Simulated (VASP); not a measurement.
The system is AlGa3As4.

```xyz
16
Lattice="-5.6685 5.6685 0.0000 -5.6686 0.0000 5.6678 0.0000 5.6686 5.6678" Properties=species:S:1:pos:R:3 pbc="T T T"
Al   -5.6685    5.6685   11.3331
Al   -8.5028    8.5028   11.3331
Ga   -2.8358    5.6671    8.5017
Ga   -5.6671    2.8358    8.5017
Ga   -5.6700    8.5013    8.5017
Ga   -8.5013    5.6700    8.5017
Ga   -8.5028    8.5028    5.6695
Ga   -5.6685    5.6685    5.6695
As   -9.9197    7.0860    7.0851
As   -7.0854    4.2517    7.0851
As   -7.0857    7.0857    4.2510
As   -9.9200    9.9200    9.9188
As   -4.2514    4.2514    4.2510
As   -7.0857    7.0857    9.9188
As   -7.0860    9.9197    7.0851
As   -4.2517    7.0854    7.0851
```

Base run:

- Program: VASP 6.6.1
- Functional: PBEsol
- Potentials or basis: VASP PAW PBE potentials, release 64 (Al, Ga_d, As)
- Cutoff: 520 eV
- k mesh: 6 × 6 × 6
- Occupations: gaussian, width 0.03 eV
- Spin: no spin polarisation

Its results: band gap on the k mesh 0.64 eV.

Problem. The run is repeated on the same cell with these changes: functional from PBEsol to TB-mBJ. What comes out?

Solution. Band gap on the k mesh 1.67 eV.
